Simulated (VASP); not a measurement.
# GaN (gw) (F-43m) in VASP: single point with PBEsol

Aim: the single point of GaN (gw) with PBEsol.

Program: VASP 6.6.1. These are calculated values, not measurements. Logs are shortened: lines on timing, memory, paths and dates and some standing lists are left out, and cuts for length are marked.

## 1. The cell of the first run

It takes space group F-43m (No. 216, cubic). Conventional cell: a = 4.498 Å, b = 4.498 Å, c = 4.498 Å, α = 90.00°, β = 90.00°, γ = 90.00°. Within 2.6 Å of Ga (site symmetry -43m) lie 4 N at 1.95 Å. N (site symmetry -43m) has 4 Ga at 1.95 Å within 2.6 Å.

## 2. Single point, PBEsol

The input, INCAR:

```
SYSTEM = GaN
PREC     = Accurate       ! precision mode
ENCUT    = 600            ! plane-wave cutoff, eV
EDIFF    = 1E-6           ! SCF threshold, eV
ISMEAR   = 0              ! smearing method
SIGMA    = 0.01           ! smearing width, eV
LREAL    = .FALSE.        ! projectors in reciprocal space
LASPH    = .TRUE.         ! aspherical terms in the spheres
NELM     = 120            ! most SCF steps
ALGO     = Normal         ! electronic algorithm
ISIF     = 2              ! what is computed and relaxed
LWAVE    = .FALSE.        ! write WAVECAR
LCHARG   = .TRUE.         ! write CHGCAR
GGA      = PS             ! functional
LELF     = .TRUE.         ! ELF
LVHAR    = .TRUE.       
NBANDS   = 16             ! bands
GGA_COMPAT= .FALSE.
```

The input, KPOINTS:

```
Automatic mesh
0
G
  6 6 6
  0 0 0
```

The input, POSCAR:

```
GaN
1.0
    0.0000000000      2.2491509455      2.2491509455
    2.2491509455      0.0000000000      2.2491509455
    2.2491509455      2.2491509455      0.0000000000
Ga N
1 1
Direct
    0.0000000000      0.0000000000      0.0000000000
    0.2500000000      0.2500000000      0.2500000000
```

Potentials or basis: VASP PAW PBE potentials, release 64 (Ga_d, N).

Command:

```bash
$ cat potpaw_PBE.64/Ga_d/POTCAR potpaw_PBE.64/N/POTCAR > POTCAR
$ mpirun -np 1 vasp_std > vasp.out
```

OUTCAR:

```text
SYSTEM = GaN
   PREC = Accurate
   ENCUT = 600
   EDIFF = 1E-6
   ISMEAR = 0
   LREAL = .FALSE.
   LASPH = .TRUE.
   NELM = 120
   ISIF = 2
   GGA = PS

 ion  position               nearest neighbor table
   1  0.000  0.000  0.000-   2 1.95   2 1.95   2 1.95   2 1.95
   2  0.250  0.250  0.250-   1 1.95   1 1.95   1 1.95   1 1.95

  LATTYP: Found a face centered cubic cell.
 ALAT       =     4.4983018910

  Lattice vectors:

 A1 = (   0.0000000000,   2.2491509455,   2.2491509455)
 A2 = (   2.2491509455,   0.0000000000,   2.2491509455)
 A3 = (   2.2491509455,   2.2491509455,   0.0000000000)

Analysis of symmetry for initial positions (statically):
=====================================================================
 Subroutine PRICEL returns:
 Original cell was already a primitive cell.

 Routine SETGRP: Setting up the symmetry group for a
 face centered cubic supercell.

 Subroutine GETGRP returns: Found 24 space group operations
 (whereof 24 operations were pure point group operations)
 out of a pool of 48 trial point group operations.

The static configuration has the point symmetry T_d .

Analysis of symmetry for dynamics (positions and initial velocities):
=====================================================================
 Subroutine PRICEL returns:
 Original cell was already a primitive cell.

 Routine SETGRP: Setting up the symmetry group for a
 face centered cubic supercell.

 Subroutine GETGRP returns: Found 24 space group operations
 (whereof 24 operations were pure point group operations)
 out of a pool of 48 trial point group operations.

The dynamic configuration has the point symmetry T_d .

 Subroutine INISYM returns: Found 24 space group operations
 (whereof 24 operations are pure point group operations),
 and found     1 'primitive' translations

----------------------------------------------------------------------------------------

                                     Primitive cell

  volume of cell :      22.7555

  direct lattice vectors                    reciprocal lattice vectors
     0.000000000  2.249150945  2.249150945    -0.222306111  0.222306111  0.222306111
     2.249150945  0.000000000  2.249150945     0.222306111 -0.222306111  0.222306111
     2.249150945  2.249150945  0.000000000     0.222306111  0.222306111 -0.222306111

  length of vectors
     3.180779771  3.180779771  3.180779771     0.385045479  0.385045479  0.385045479

  position of ions in fractional coordinates (direct lattice)
     0.000000000  0.000000000  0.000000000
     0.250000000  0.250000000  0.250000000

  ion indices of the primitive-cell ions
   primitive index   ion index
                 1           1
                 2           2

----------------------------------------------------------------------------------------

 KPOINTS: Automatic mesh

Automatic generation of k-mesh.
 Grid dimensions read from file:
 generate k-points for:    6    6    6

 Generating k-lattice:

  Cartesian coordinates                     Fractional coordinates (reciprocal lattice)
    -0.037051019  0.037051019  0.037051019     0.166666667  0.000000000  0.000000000
     0.037051019 -0.037051019  0.037051019     0.000000000  0.166666667  0.000000000
     0.037051019  0.037051019 -0.037051019     0.000000000  0.000000000  0.166666667

  Length of vectors
     0.064174247  0.064174247  0.064174247

  Shift w.r.t. Gamma in fractional coordinates (k-lattice)
     0.000000000  0.000000000  0.000000000

 Subroutine IBZKPT returns following result:
 ===========================================

 Found     16 irreducible k-points:

 Following reciprocal coordinates:
            Coordinates               Weight
  0.000000  0.000000  0.000000      1.000000
  0.166667  0.000000  0.000000      8.000000
  0.333333  0.000000  0.000000      8.000000
  0.500000  0.000000  0.000000      4.000000
  0.166667  0.166667  0.000000      6.000000
  0.333333  0.166667  0.000000     24.000000
[... 8 lines left out ...]
 -0.333333  0.333333  0.166667     24.000000
 -0.333333  0.500000  0.166667     12.000000
   k-points           NKPTS =     16   k-points in BZ     NKDIM =     16   number of bands    NBANDS=     16
   number of dos      NEDOS =    301   number of ions     NIONS =      2
   total plane-waves  NPLWV =  21952
   dimension x,y,z NGX =    28 NGY =   28 NGZ =   28
   dimension x,y,z NGXF=    56 NGYF=   56 NGZF=   56
   ions per type =               1   1
   NGX,Y,Z   is equivalent  to a cutoff of  14.63, 14.63, 14.63 a.u.
   NGXF,Y,Z  is equivalent  to a cutoff of  29.27, 29.27, 29.27 a.u.
 SYSTEM =  GaN
   PREC   = accura    normal or accurate (medium, high low for compatibility)
   ISTART =      0    job   : 0-new  1-cont  2-samecut
   ICHARG =      2    charge: 1-file 2-atom 10-const
   ISPIN  =      1    spin polarized calculation?
   LNONCOLLINEAR =      F non collinear calculations
   LSORBIT =      F    spin-orbit coupling
   LASPH  =      T    aspherical Exc in radial PAW
   ENCUT  =  600.0 eV  44.10 Ry    6.64 a.u.   6.35  6.35  6.35*2*pi/ulx,y,z
   NELM   =    120;   NELMIN=  2; NELMDL= -5     # of ELM steps
   EDIFF  = 0.1E-05   stopping-criterion for ELM
   LREAL  =      F    real-space projection
   EDIFFG = 0.1E-04   stopping-criterion for IOM
   NSW    =      0    number of steps for IOM
   IBRION =     -1    ionic relax: 0-MD 1-quasi-New 2-CG
   NFREE  =      0    steps in history (QN), initial steepest desc. (CG)
   ISIF   =      2    stress and relaxation
   ISYM   =      2    0-nonsym 1-usesym 2-fastsym
   POTIM  = 0.5000    time-step for ionic-motion
   TEBEG  =    0.0;   TEEND  =   0.0 temperature during run
   PSTRESS=    0.0 pullay stress
   NELECT =      18.0000    total number of electrons
   NUPDOWN=      -1.0000    fix difference up-down
   EMIN   =  10.00;   EMAX   =-10.00  energy-range for DOS
   EFERMI =   0.00;   METHOD = LEGACY
   ISMEAR =     0;   SIGMA  =   0.01  broadening in eV -4-tet -1-fermi 0-gaus
   EFERMI_NEDOS =   21; number of points for ismear=-14 and -15
   IALGO  =     38    algorithm
   IMIX   =      4    mixing-type and parameters
     AMIX     =   0.40;   BMIX     =  1.00
     AMIX_MAG =   1.60;   BMIX_MAG =  1.00
  volume/ion in A,a.u.               =      11.38        76.78
  Fermi-wavevector in a.u.,A,eV,Ry     =   1.514039  2.861119 31.188827  2.292314
  Thomas-Fermi vector in A             =   2.623750
   LORBIT       =      0    0 simple, 1 ext, 2 COOP (PROOUT), +10 PAW based schemes
   GGA     = PS    functional components
   LHFCALC =     F    Hartree Fock is set to
   AEXX    =    0.0000 exact exchange contribution
   IVDW    =     0    specifies the selected vdW correction
   LEPSILON=     F    determine dielectric tensor
   LRPA    =     F    only Hartree local field effects (RPA)
 non-spin polarized calculation
 Gauss-broadening in eV      SIGMA  =   0.01
  energy-cutoff  :      600.00
  volume of cell :       22.76
 maximum number of plane-waves:       769
 NGX is ok and might be reduce to    28
   NGX = 13   NGY = 13   NGZ = 13

 number of electron      18.0000005 magnetization

 Free energy of the ion-electron system (eV)
  ---------------------------------------------------
  ext. energy  EPLUGINS =         0.00000000
  ---------------------------------------------------
  free energy    TOTEN  =       -13.11949983 eV

  energy without entropy =      -13.11949983  energy(sigma->0) =      -13.11949983

 E-fermi :   5.2841     XC(G=0): -11.9322

 val. band max:        5.2177507913   @ k =   0.0000   0.0000   0.0000
 cond. band min:       6.9355012687   @ k =   0.0000   0.0000   0.0000
 fundamental gap:      1.7177504774
 Fermi energy:         5.2840762784

 k-point     1 :       0.0000    0.0000    0.0000
  band No.  band energies     occupation
      1     -10.7663      2.00000
      2      -8.1959      2.00000
      3      -8.1959      2.00000
      4      -8.1959      2.00000
      5      -7.8650      2.00000
      6      -7.8650      2.00000
[... 8 lines left out ...]
     15      23.9488      0.00000
     16      23.9488      0.00000

 k-point     2 :       0.1667    0.0000    0.0000
  band No.  band energies     occupation
      1     -10.4708      2.00000
      2      -8.1609      2.00000
      3      -8.1609      2.00000
      4      -8.0736      2.00000
      5      -7.8666      2.00000
      6      -7.8666      2.00000
[... 8 lines left out ...]
     15      22.0295      0.00000
     16      22.0295      0.00000

 k-point     3 :       0.3333    0.0000    0.0000
  band No.  band energies     occupation
      1      -9.9703      2.00000
      2      -8.1145      2.00000
      3      -8.1145      2.00000
      4      -7.8438      2.00000
      5      -7.8438      2.00000
      6      -7.4144      2.00000
[... 8 lines left out ...]
     15      22.8067      0.00000
     16      22.8067      0.00000

 k-point     4 :       0.5000    0.0000    0.0000
  band No.  band energies     occupation
      1      -9.8055      2.00000
      2      -8.1057      2.00000
      3      -8.1057      2.00000
      4      -7.8167      2.00000
      5      -7.8167      2.00000
      6      -6.6125      2.00000
[... 8 lines left out ...]
     15      24.8178      0.00000
     16      24.8178      0.00000

 k-point     5 :       0.1667    0.1667    0.0000
  band No.  band energies     occupation
      1     -10.3764      2.00000
      2      -8.1250      2.00000
      3      -8.1250      2.00000
      4      -8.0930      2.00000
      5      -7.8768      2.00000
      6      -7.8452      2.00000
[... 8 lines left out ...]
     15      25.7629      0.00000
     16      25.8731      0.00000

 k-point     6 :       0.3333    0.1667    0.0000
  band No.  band energies     occupation
      1      -9.9632      2.00000
      2      -8.0966      2.00000
      3      -8.0633      2.00000
      4      -7.9562      2.00000
      5      -7.8235      2.00000
      6      -7.5099      2.00000
[... 8 lines left out ...]
     15      24.6082      0.00000
     16      25.1858      0.00000
[... 115 lines left out ...]
 k-point    13 :       0.5000    0.5000    0.0000
  band No.  band energies     occupation
      1      -9.6230      2.00000
      2      -8.1130      2.00000
      3      -7.8821      2.00000
      4      -7.8821      2.00000
      5      -7.7858      2.00000
      6      -6.1848      2.00000
[... 8 lines left out ...]
     15      26.9948      0.00000
     16      29.8162      0.00000

 k-point    14 :       0.5000    0.3333    0.1667
  band No.  band energies     occupation
      1      -9.7352      2.00000
      2      -8.0573      2.00000
      3      -8.0365      2.00000
      4      -7.9268      2.00000
      5      -7.8275      2.00000
      6      -6.7524      2.00000
[... 8 lines left out ...]
     15      25.0290      0.00000
     16      27.5945      0.00000

 k-point    15 :      -0.3333    0.3333    0.1667
  band No.  band energies     occupation
      1      -9.6580      2.00000
      2      -8.0724      2.00000
      3      -8.0040      2.00000
      4      -7.8897      2.00000
      5      -7.8417      2.00000
      6      -6.1070      2.00000
[... 8 lines left out ...]
     15      24.0041      0.00000
     16      27.9863      0.00000

 k-point    16 :      -0.3333    0.5000    0.1667
  band No.  band energies     occupation
      1      -9.6216      2.00000
      2      -8.0646      2.00000
      3      -7.9858      2.00000
      4      -7.8742      2.00000
      5      -7.8245      2.00000
      6      -5.9571      2.00000
[... 8 lines left out ...]
     15      25.7932      0.00000
     16      28.2374      0.00000

------------------------ aborting loop because EDIFF is reached ----------------------------------------

  FORCE on cell =-STRESS in cart. coord.  units (eV):
  Direction    XX          YY          ZZ          XY          YZ          ZX
  --------------------------------------------------------------------------------------
  -------------------------------------------------------------------------------------
  Total       -0.0635031     -0.0635031     -0.0635031      0.0000000     -0.0000000     -0.0000000
  in kB       -4.4711583     -4.4711583     -4.4711583      0.0000000     -0.0000000     -0.0000000
  external PRESSURE =      -4.4711583 kB  Pullay stress =       0.0000000 kB

 VOLUME and BASIS-vectors are now :
 -----------------------------------------------------------------------------
  energy-cutoff  :      600.00
  volume of cell :       22.76
      direct lattice vectors                 reciprocal lattice vectors
     0.000000000  2.249150945  2.249150945    -0.222306111  0.222306111  0.222306111
     2.249150945  0.000000000  2.249150945     0.222306111 -0.222306111  0.222306111
     2.249150945  2.249150945  0.000000000     0.222306111  0.222306111 -0.222306111

 POSITION                                       TOTAL-FORCE (eV/Angst)
 -----------------------------------------------------------------------------------
      0.00000      0.00000      0.00000        -0.000000     -0.000000     -0.000000
      1.12458      1.12458      1.12458         0.000000      0.000000      0.000000
 -----------------------------------------------------------------------------------
    total drift:                                0.000000      0.000000      0.000000

  FREE ENERGIE OF THE ION-ELECTRON SYSTEM (eV)
  ---------------------------------------------------
  free  energy   TOTEN  =       -13.1194998342 eV

  energy  without entropy=      -13.1194998342  energy(sigma->0) =      -13.11949983
```

Run time: 19 s. Hardware: 1 thread of Intel Xeon Platinum 8259CL at 2.50GHz (Skylake/Cascade Lake), shared host; peak memory 0.15 GiB.

What came out:

| Quantity | Value |
| --- | --- |
| Free energy | -13.1195 eV |
| Pressure | -0.4 GPa |
| Band gap on the k mesh | 1.72 eV, direct |

Caveat: the PAW data sets were made with another functional, which shifts forces and pressure a little.
